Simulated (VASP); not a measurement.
# B48HN48 (a cell with a defect) in VASP: notebook

Runs on B48HN48 (a cell with a defect). Level: PBEsol. Tasks: single point.

Everything below comes from runs of VASP 6.6.1. Logs are shortened: lines on timing, memory, paths and dates and some standing lists are left out, and cuts for length are marked.

**1. The cell of the first run**

The cell holds a defect, 97 atoms: a = 7.623 Å, b = 8.802 Å, c = 8.407 Å, α = 90.00°, β = 90.00°, γ = 90.00°.

**2. Single point, PBEsol**

Contents of INCAR:

```
SYSTEM = B48HN48
PREC = Accurate ; ENCUT = 520
EDIFF = 1E-6 ; ISMEAR = -1
SIGMA = 0.05 ; LREAL = Auto
LASPH = .True. ; NELM = 100
ALGO = Normal ; ISIF = 2
LWAVE = .False. ; LCHARG = .True.
GGA = PS ; LELF = .True.
LVHAR = .True. ; NBANDS = 246
NELECT = 384.0 ; ISYM = 0
```

Contents of KPOINTS:

```
Automatic mesh
0
Gamma
  1 1 1
  0.25 0.25 0.25
```

Contents of POSCAR:

```
B48HN48
1.0
    7.6229900000      0.0000000000      0.0000000000
    0.0000000000      8.8022710000      0.0000000000
    0.0000000000      0.0000000000      8.4065820000
B N H
48 48 1
Direct
    0.9983460000      0.1668570000      0.9993580000
    0.9989460000      0.1655360000      0.4984490000
    0.3315460000      0.1673920000      0.9998500000
    0.3314370000      0.1664680000      0.4992150000
    0.1655570000      0.4174520000      0.9998460000
    0.1651000000      0.4165680000      0.4987360000
    0.0019560000      0.6693200000      0.0032150000
    0.9982850000      0.6665910000      0.4986100000
    0.6648420000      0.1662260000      0.9997560000
    0.6638090000      0.1645920000      0.4980760000
    0.4980160000      0.4169200000      0.9995830000
    0.4981720000      0.4160250000      0.4983430000
    0.3320320000      0.6676190000      0.0009020000
    0.3319590000      0.6665810000      0.5000860000
    0.1659580000      0.9181910000      0.0007340000
    0.1654740000      0.9166050000      0.4995730000
    0.8317150000      0.4162360000      0.9978430000
    0.8323070000      0.4094380000      0.4900590000
    0.6627810000      0.6692180000      0.0025280000
    0.6657950000      0.6672290000      0.4976070000
    0.4975870000      0.9179320000      0.0007900000
    0.4978070000      0.9163260000      0.4994630000
    0.8320160000      0.9181250000      0.0009440000
    0.8320090000      0.9168930000      0.4993780000
    0.1651900000      0.0835100000      0.2493880000
    0.1655400000      0.0841140000      0.7499030000
    0.9992970000      0.3327980000      0.2471120000
    0.0013100000      0.3322720000      0.7500650000
    0.4978600000      0.0833080000      0.2493240000
    0.4960600000      0.0820990000      0.7499750000
    0.3316030000      0.3332970000      0.2491090000
    0.3310610000      0.3332130000      0.7496890000
    0.1654960000      0.5833960000      0.2501780000
    0.1667730000      0.5834410000      0.7515420000
    0.9986410000      0.8341370000      0.2503040000
    0.0010270000      0.8389170000      0.7513070000
    0.8316750000      0.0835790000      0.2491630000
    0.8314730000      0.0835570000      0.7498520000
    0.6638930000      0.3325420000      0.2471040000
    0.6593350000      0.3238270000      0.7494610000
    0.4982890000      0.5833320000      0.2498930000
    0.4973590000      0.5830120000      0.7520090000
    0.3317400000      0.8335170000      0.2502290000
    0.3317250000      0.8333050000      0.7508260000
    0.8318640000      0.5832560000      0.2489530000
    0.8377020000      0.6210420000      0.7667230000
    0.6650060000      0.8341600000      0.2500090000
    0.6636540000      0.8391420000      0.7516240000
    0.9984360000      0.1666700000      0.1857960000
    0.9985490000      0.1667730000      0.6864430000
    0.3316200000      0.1669820000      0.1866850000
    0.3311870000      0.1671070000      0.6866130000
    0.1652690000      0.4170330000      0.1862560000
    0.1640270000      0.4175320000      0.6865770000
    0.9990450000      0.6672550000      0.1881300000
    0.0004170000      0.6694240000      0.6881830000
    0.6648280000      0.1663350000      0.1859110000
    0.6620630000      0.1622050000      0.6862130000
    0.4981980000      0.4168910000      0.1860950000
    0.4989850000      0.4160630000      0.6865410000
    0.3319670000      0.6668290000      0.1876260000
    0.3324870000      0.6663780000      0.6877580000
    0.1653460000      0.9170120000      0.1874120000
    0.1661230000      0.9176300000      0.6871920000
    0.8315910000      0.4170430000      0.1846700000
    0.8276940000      0.3976770000      0.6769710000
    0.6649820000      0.6672170000      0.1877550000
    0.6663530000      0.6695620000      0.6885610000
    0.4982460000      0.9168470000      0.1873570000
    0.4972130000      0.9163080000      0.6871630000
    0.8318800000      0.9169920000      0.1872800000
    0.8322640000      0.9178130000      0.6874510000
    0.1650580000      0.0828200000      0.4366290000
    0.1651220000      0.0843430000      0.9367970000
    0.9997300000      0.3315840000      0.4336300000
    0.9980850000      0.3346710000      0.9355640000
    0.4976490000      0.0824930000      0.4364030000
    0.4976660000      0.0838060000      0.9369210000
    0.3315410000      0.3333800000      0.4365210000
    0.3315180000      0.3341310000      0.9364280000
    0.1649310000      0.5832680000      0.4377440000
    0.1655140000      0.5842640000      0.9377630000
    0.9982020000      0.8330190000      0.4374770000
    0.9993690000      0.8352650000      0.9380590000
    0.8315980000      0.0828770000      0.4365010000
    0.8316320000      0.0839290000      0.9366470000
    0.6636290000      0.3311970000      0.4333690000
    0.6649300000      0.3332880000      0.9353560000
    0.4989410000      0.5832360000      0.4377420000
    0.4988290000      0.5839760000      0.9376170000
    0.3316560000      0.8328260000      0.4374630000
    0.3317760000      0.8338820000      0.9376130000
    0.8319950000      0.5812000000      0.4377390000
    0.8326980000      0.5884980000      0.9388740000
    0.6653630000      0.8331740000      0.4372990000
    0.6645090000      0.8352000000      0.9379400000
    0.7630570000      0.5008530000      0.6787950000
```

Potentials or basis: VASP PAW PBE potentials, release 64 (B, N, H).

Command:

```bash
$ cat potpaw_PBE.64/B/POTCAR potpaw_PBE.64/N/POTCAR potpaw_PBE.64/H/POTCAR > POTCAR
$ mpirun -np 1 vasp_std > vasp.out
```

OUTCAR:

```text
SYSTEM = B48HN48
   PREC = Accurate
   ENCUT = 520
   EDIFF = 1E-6
   ISMEAR = -1
   LREAL = Auto
   LASPH = .True.
   NELM = 100
   ISIF = 2
   GGA = PS
   NELECT = 384.0
   ISYM = 0

 ion  position               nearest neighbor table
   1  0.998  0.167  0.999-  74 1.56  86 1.56  49 1.57  76 1.57
   2  0.999  0.166  0.498-  73 1.55  85 1.56  75 1.56  50 1.58
   3  0.332  0.167  1.000-  78 1.56  74 1.56  80 1.56  51 1.57
   4  0.331  0.166  0.499-  73 1.56  77 1.56  79 1.56  52 1.58
   5  0.166  0.417  1.000-  80 1.56  82 1.56  76 1.57  53 1.57
   6  0.165  0.417  0.499-  81 1.55  79 1.56  75 1.56  54 1.58
[... 88 lines left out ...]
  95  0.665  0.833  0.437-  20 1.55  24 1.56  22 1.56  47 1.57
  96  0.665  0.835  0.938-  21 1.56  19 1.56  23 1.56  48 1.57
  97  0.763  0.501  0.679-  66 1.03  46 1.41

IMPORTANT INFORMATION: All symmetrisations will be switched off!
NOSYMM: (Re-)initialisation of all symmetry stuff for point group C_1.

----------------------------------------------------------------------------------------

                                     Primitive cell

  volume of cell :     564.0785

  direct lattice vectors                    reciprocal lattice vectors
     7.622990000  0.000000000  0.000000000     0.131182121  0.000000000  0.000000000
     0.000000000  8.802271000  0.000000000     0.000000000  0.113607045  0.000000000
     0.000000000  0.000000000  8.406582000     0.000000000  0.000000000  0.118954410

  length of vectors
     7.622990000  8.802271000  8.406582000     0.131182121  0.113607045  0.118954410

  position of ions in fractional coordinates (direct lattice)
     0.998346000  0.166857000  0.999358000
     0.998946000  0.165536000  0.498449000
     0.331546000  0.167392000  0.999850000
     0.331437000  0.166468000  0.499215000
     0.165557000  0.417452000  0.999846000
     0.165100000  0.416568000  0.498736000
[... 89 lines left out ...]
     0.664509000  0.835200000  0.937940000
     0.763057000  0.500853000  0.678795000

  ion indices of the primitive-cell ions
   primitive index   ion index
                 1           1
                 2           2
                 3           3
                 4           4
                 5           5
                 6           6
[... 89 lines left out ...]
                96          96
                97          97

----------------------------------------------------------------------------------------

 KPOINTS: Automatic mesh

Automatic generation of k-mesh.
 Grid dimensions read from file:
 generate k-points for:    1    1    1

 Generating k-lattice:

  Cartesian coordinates                     Fractional coordinates (reciprocal lattice)
     0.131182121  0.000000000  0.000000000     1.000000000  0.000000000  0.000000000
     0.000000000  0.113607045  0.000000000     0.000000000  1.000000000  0.000000000
     0.000000000  0.000000000  0.118954410     0.000000000  0.000000000  1.000000000

  Length of vectors
     0.131182121  0.113607045  0.118954410

  Shift w.r.t. Gamma in fractional coordinates (k-lattice)
     0.250000000  0.250000000  0.250000000

 Subroutine IBZKPT returns following result:
 ===========================================

 Found      4 irreducible k-points:

 Following reciprocal coordinates:
            Coordinates               Weight
  0.250000  0.250000  0.250000      2.000000
  0.250000 -0.250000 -0.250000      2.000000
 -0.250000 -0.250000  0.250000      2.000000
 -0.250000  0.250000 -0.250000      2.000000
   k-points           NKPTS =      4   k-points in BZ     NKDIM =      4   number of bands    NBANDS=    246
   number of dos      NEDOS =    301   number of ions     NIONS =     97
   total plane-waves  NPLWV = 268800
   dimension x,y,z NGX =    60 NGY =   70 NGZ =   64
   dimension x,y,z NGXF=   120 NGYF=  140 NGZF=  128
   ions per type =              48  48   1
   NGX,Y,Z   is equivalent  to a cutoff of  13.09, 13.22, 12.66 a.u.
   NGXF,Y,Z  is equivalent  to a cutoff of  26.17, 26.44, 25.31 a.u.
 SYSTEM =  B48HN48
   PREC   = accura    normal or accurate (medium, high low for compatibility)
   ISTART =      0    job   : 0-new  1-cont  2-samecut
   ICHARG =      2    charge: 1-file 2-atom 10-const
   ISPIN  =      1    spin polarized calculation?
   LNONCOLLINEAR =      F non collinear calculations
   LSORBIT =      F    spin-orbit coupling
   LASPH  =      T    aspherical Exc in radial PAW
   ENCUT  =  520.0 eV  38.22 Ry    6.18 a.u.  14.17 16.37 15.63*2*pi/ulx,y,z
   NELM   =    100;   NELMIN=  2; NELMDL= -5     # of ELM steps
   EDIFF  = 0.1E-05   stopping-criterion for ELM
   LREAL  =      T    real-space projection
   EDIFFG = 0.1E-04   stopping-criterion for IOM
   NSW    =      0    number of steps for IOM
   IBRION =     -1    ionic relax: 0-MD 1-quasi-New 2-CG
   NFREE  =      0    steps in history (QN), initial steepest desc. (CG)
   ISIF   =      2    stress and relaxation
   ISYM   =      0    0-nonsym 1-usesym 2-fastsym
   POTIM  = 0.5000    time-step for ionic-motion
   TEBEG  =    0.0;   TEEND  =   0.0 temperature during run
   PSTRESS=    0.0 pullay stress
   NELECT =     384.0000    total number of electrons
   NUPDOWN=      -1.0000    fix difference up-down
   EMIN   =  10.00;   EMAX   =-10.00  energy-range for DOS
   EFERMI =   0.00;   METHOD = LEGACY
   ISMEAR =    -1;   SIGMA  =   0.05  broadening in eV -4-tet -1-fermi 0-gaus
   EFERMI_NEDOS =   21; number of points for ismear=-14 and -15
   IALGO  =     38    algorithm
   IMIX   =      4    mixing-type and parameters
     AMIX     =   0.40;   BMIX     =  1.00
     AMIX_MAG =   1.60;   BMIX_MAG =  1.00
  volume/ion in A,a.u.               =       5.82        39.24
  Fermi-wavevector in a.u.,A,eV,Ry     =   1.440142  2.721474 28.218615  2.074010
  Thomas-Fermi vector in A             =   2.558919
   LORBIT       =      0    0 simple, 1 ext, 2 COOP (PROOUT), +10 PAW based schemes
   GGA     = PS    functional components
   LHFCALC =     F    Hartree Fock is set to
   AEXX    =    0.0000 exact exchange contribution
   IVDW    =     0    specifies the selected vdW correction
   LEPSILON=     F    determine dielectric tensor
   LRPA    =     F    only Hartree local field effects (RPA)
 non-spin polarized calculation
  energy-cutoff  :      520.00
  volume of cell :      564.08
 maximum number of plane-waves:     15183
 NGX is ok and might be reduce to    60
   NGX = 29   NGY = 33   NGZ = 31

 number of electron     383.9999959 magnetization

 Free energy of the ion-electron system (eV)
  ---------------------------------------------------
  ext. energy  EPLUGINS =         0.00000000
  ---------------------------------------------------
  free energy    TOTEN  =      -888.15628624 eV

  energy without entropy =     -888.15628624  energy(sigma->0) =     -888.15628624

 E-fermi :   8.5758     XC(G=0): -13.0311

 val. band max:        7.2956238777   @ k =  -0.2500   0.2500  -0.2500
 cond. band min:      11.5824014237   @ k =  -0.2500  -0.2500   0.2500
 fundamental gap:      4.2867775459
 Fermi energy:         8.5757776146

 k-point     1 :       0.2500    0.2500    0.2500
  band No.  band energies     occupation
      1     -12.7639      2.00000
      2     -12.1282      2.00000
      3     -11.8748      2.00000
      4     -11.7388      2.00000
      5     -11.3129      2.00000
      6     -11.1082      2.00000
[... 196 lines left out ...]
    203      14.7659      0.00000
    204      14.8071      0.00000

 k-point     2 :       0.2500   -0.2500   -0.2500
  band No.  band energies     occupation
      1     -12.7636      2.00000
      2     -12.1223      2.00000
      3     -11.8769      2.00000
      4     -11.7587      2.00000
      5     -11.2939      2.00000
      6     -11.1062      2.00000
[... 196 lines left out ...]
    203      14.8169      0.00000
    204      14.8518      0.00000

 k-point     3 :      -0.2500   -0.2500    0.2500
  band No.  band energies     occupation
      1     -12.7659      2.00000
      2     -12.0871      2.00000
      3     -11.9328      2.00000
      4     -11.7389      2.00000
      5     -11.2842      2.00000
      6     -11.1069      2.00000
[... 196 lines left out ...]
    203      14.7981      0.00000
    204      14.8294      0.00000

 k-point     4 :      -0.2500    0.2500   -0.2500
  band No.  band energies     occupation
      1     -12.7654      2.00000
      2     -12.0846      2.00000
      3     -11.9402      2.00000
      4     -11.7388      2.00000
      5     -11.2818      2.00000
      6     -11.0877      2.00000
[... 196 lines left out ...]
    203      14.7912      0.00000
    204      14.8671      0.00000
 [bands above 204 left out]

------------------------ aborting loop because EDIFF is reached ----------------------------------------

  FORCE on cell =-STRESS in cart. coord.  units (eV):
  Direction    XX          YY          ZZ          XY          YZ          ZX
  --------------------------------------------------------------------------------------
  -------------------------------------------------------------------------------------
  Total       -5.0064500      3.8183644     -3.1896982      2.5876459      4.6916525      0.2981396
  in kB      -14.2200436     10.8454710     -9.0598422      7.3498062     13.3259102      0.8468193
  external PRESSURE =      -4.1448050 kB  Pullay stress =       0.0000000 kB

 VOLUME and BASIS-vectors are now :
 -----------------------------------------------------------------------------
  energy-cutoff  :      520.00
  volume of cell :      564.08
      direct lattice vectors                 reciprocal lattice vectors
     7.622990000  0.000000000  0.000000000     0.131182121  0.000000000  0.000000000
     0.000000000  8.802271000  0.000000000     0.000000000  0.113607045  0.000000000
     0.000000000  0.000000000  8.406582000     0.000000000  0.000000000  0.118954410

 POSITION                                       TOTAL-FORCE (eV/Angst)
 -----------------------------------------------------------------------------------
      7.61038      1.46872      8.40118        -0.011268      0.004226      0.002012
      7.61496      1.45709      4.19025        -0.012476      0.001422      0.008437
      2.52737      1.47343      8.40532        -0.011683      0.001486      0.001409
      2.52654      1.46530      4.19669        -0.010879      0.001301      0.002325
      1.26204      3.67453      8.40529        -0.014404     -0.003765      0.000538
      1.25856      3.66674      4.19267        -0.010784     -0.003941      0.007097
[... 89 lines left out ...]
      5.06555      7.35166      7.88487         0.013135      0.000216     -0.003937
      5.81678      4.40864      5.70635        -0.019235      0.049450      0.005277
 -----------------------------------------------------------------------------------
    total drift:                                0.000923      0.002439      0.011471

  FREE ENERGIE OF THE ION-ELECTRON SYSTEM (eV)
  ---------------------------------------------------
  free  energy   TOTEN  =      -888.1562862350 eV

  energy  without entropy=     -888.1562862350  energy(sigma->0) =     -888.15628624
```

Wall time 16 min (1 thread of Intel Xeon 6975P-C (Granite Rapids), shared host); peak memory 0.79 GiB.

What came out:

```yaml
Free_energy: -888.1563 eV
Largest_force: 0.053 eV/Å
```

Forces on the atoms (eV/Å):
```
B   -0.011  0.004  0.002
B   -0.012  0.001  0.008
B   -0.012  0.001  0.001
B   -0.011  0.001  0.002
B   -0.014 -0.004  0.001
B   -0.011 -0.004  0.007
B   -0.010  0.001  0.008
B   -0.005  0.003  0.014
B   -0.011  0.003  0.000
B   -0.011  0.000  0.006
B   -0.008 -0.004  0.001
B   -0.012 -0.002  0.003
B   -0.007  0.000  0.003
B   -0.011  0.000  0.004
B   -0.010  0.000  0.003
B   -0.012  0.000  0.003
B   -0.014  0.008 -0.001
B   -0.012  0.005  0.000
B   -0.010 -0.005  0.005
B   -0.011  0.002  0.011
B   -0.013 -0.002  0.002
B   -0.009 -0.003  0.005
B   -0.013 -0.001  0.002
B   -0.012  0.000  0.006
B    0.007  0.003  0.005
B    0.007  0.004  0.002
B    0.007 -0.001  0.005
B   -0.004  0.010 -0.010
B    0.009  0.003  0.003
B    0.012 -0.008  0.003
B    0.009  0.000  0.004
B   -0.008  0.006 -0.003
B    0.011  0.001  0.005
B    0.001 -0.001 -0.007
B    0.008  0.002  0.005
B    0.012  0.014  0.001
B    0.009  0.004  0.003
B    0.010  0.004 -0.001
B    0.009  0.000  0.002
B    0.008  0.000 -0.005
B    0.008  0.000  0.004
B    0.010  0.016 -0.005
B    0.008 -0.001  0.003
B    0.011 -0.003 -0.002
B    0.009  0.001  0.010
B    0.028 -0.016 -0.001
B    0.009  0.000  0.005
B    0.011  0.002  0.004
N   -0.009 -0.003 -0.003
N   -0.011  0.001 -0.002
N   -0.008 -0.001 -0.003
N   -0.006 -0.006 -0.002
N   -0.008  0.001 -0.001
N    0.004  0.001 -0.001
N   -0.010  0.000 -0.005
N    0.003 -0.005 -0.023
N   -0.009 -0.002 -0.002
N   -0.011 -0.010 -0.005
N   -0.009  0.002 -0.003
N   -0.003 -0.004 -0.005
N   -0.010  0.000 -0.004
N   -0.013  0.007 -0.002
N   -0.009 -0.001 -0.004
N   -0.006  0.006 -0.008
N   -0.009  0.000  0.000
N    0.019 -0.017  0.017
N   -0.010  0.001  0.000
N   -0.024 -0.024 -0.016
N   -0.009 -0.001 -0.003
N   -0.011 -0.007 -0.007
N   -0.008 -0.002 -0.003
N   -0.009 -0.004 -0.004
N    0.013 -0.003 -0.006
N    0.011 -0.001 -0.003
N    0.014  0.000 -0.001
N    0.013 -0.001  0.004
N    0.009  0.000 -0.003
N    0.013  0.000 -0.003
N    0.012  0.000 -0.001
N    0.012 -0.001 -0.002
N    0.013  0.001 -0.006
N    0.010 -0.002 -0.004
N    0.012  0.003 -0.005
N    0.010 -0.004 -0.005
N    0.010  0.000 -0.002
N    0.011 -0.003 -0.003
N    0.008 -0.001  0.004
N    0.009 -0.002  0.004
N    0.010 -0.002 -0.002
N    0.009  0.001  0.000
N    0.012  0.000 -0.004
N    0.010  0.000 -0.002
N    0.011 -0.004 -0.004
N    0.004 -0.014  0.008
N    0.011  0.004 -0.003
N    0.013  0.000 -0.004
H   -0.019  0.049  0.005
```

Levels at points of the mesh, in eV from the Fermi level:
```tsv
k point	band 188	band 189	band 190	band 191	band 192	band 193	band 194	band 195	band 196	band 197
(0.25, 0.25, 0.25)	-2.16	-2.07	-2.02	-1.64	-1.31	3.01	4.86	5.00	5.51	5.72
```

Caveat: the cell carries a net charge on a neutralising background, which shifts energy and pressure; the cell is charged against a uniform background, so pressure and absolute levels hang on convention; the PAW data sets were made with another functional, which shifts forces and pressure a little.

[end of part 1 of 2]
